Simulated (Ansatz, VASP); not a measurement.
Cu5Ni in VASP and in Ansatz

Contents of INCAR:

```
PREC = Accurate ; ENCUT = 520
EDIFF = 1E-6 ; ISMEAR = 0
SIGMA = 0.2 ; LREAL = False
LASPH = True ; NELM = 60
ALGO = Fast ; ISIF = 2
LWAVE = False ; LCHARG = False
GGA = PE ; NBANDS = 77
```

KPOINTS

```
regular mesh
0
Gamma
  6 6 4
```

Contents of POSCAR:

```
Cu5Ni
1.0
    4.4094511177     -0.0000000289      0.0000000000
   -2.2047255338      3.8186966991      0.0000000000
    0.0000000000      0.0000000000      8.3739476000
Cu Ni
10 2
Direct
    0.3295950000      0.3295950000      0.0000000000
    0.3295950000      0.3295950000      0.5000000000
    0.0000000000      0.6704050000      0.0000000000
    0.0000000000      0.6704050000      0.5000000000
    0.6704050000      0.0000000000      0.0000000000
    0.6704050000      0.0000000000      0.5000000000
    0.6666666667      0.3333333333      0.2500000000
    0.6666666667      0.3333333333      0.7500000000
    0.3333333333      0.6666666667      0.2500000000
    0.3333333333      0.6666666667      0.7500000000
    0.0000000000      0.0000000000      0.2500000000
    0.0000000000      0.0000000000      0.7500000000
```

Input for Ansatz:

```yaml
crystal:
  lattice:
    - [4.4094511177, -2.89e-08, 0.0]
    - [-2.2047255338, 3.8186966991, 0.0]
    - [0.0, 0.0, 8.3739476]
  atoms:
    - { symbol: Cu, position: [0.329595, 0.329595, 0.0] }
    - { symbol: Cu, position: [0.329595, 0.329595, 0.5] }
    - { symbol: Cu, position: [0.0, 0.670405, 0.0] }
    - { symbol: Cu, position: [0.0, 0.670405, 0.5] }
    - { symbol: Cu, position: [0.670405, 0.0, 0.0] }
    - { symbol: Cu, position: [0.670405, 0.0, 0.5] }
    - { symbol: Cu, position: [0.6666666667, 0.3333333333, 0.25] }
    - { symbol: Cu, position: [0.6666666667, 0.3333333333, 0.75] }
    - { symbol: Cu, position: [0.3333333333, 0.6666666667, 0.25] }
    - { symbol: Cu, position: [0.3333333333, 0.6666666667, 0.75] }
    - { symbol: Ni, position: [0.0, 0.0, 0.25] }
    - { symbol: Ni, position: [0.0, 0.0, 0.75] }
basis:
  ecutwfc: 420
kpoints:
  mp_grid: { grid: [6, 6, 4] }
hamiltonian:
  xc: pbe
scf:
  occupations: { method: gaussian, width: 0.2 }
  lower_state_search: "off"
output:
  forces: true
  stress: true
  eigenvalues: true
```

Alike in both runs: task single point; functional PBE; k mesh 6 × 6 × 4; occupations gaussian, width 0.2 eV; no spin polarisation.

|  | VASP | Ansatz |
| --- | --- | --- |
| version | VASP 6.6.1 | Ansatz 0.2.0 |
| potentials or method | VASP PAW PBE potentials, release 64 (Cu, Ni), cutoff 520 eV | scalar-relativistic, plane waves, PAW |
| valence electrons in the cell | 130 | 226 |

|  | VASP | Ansatz | Ansatz less VASP |
| --- | --- | --- | --- |
| gap on the k mesh at the Fermi level (eV) | none | none | - |
| pressure (GPa) | 0.6 | 0.0 | -0.57 |
| traceless stress, the component that is largest in VASP (GPa) | 0.24 | 0.25 | +0.006 |

A gap of «none» marks a metal or a gap that the smearing closes. VASP's potentials hold 130 valence electrons a cell and Ansatz's 226, so a difference there can come from the potentials and not from the codes.
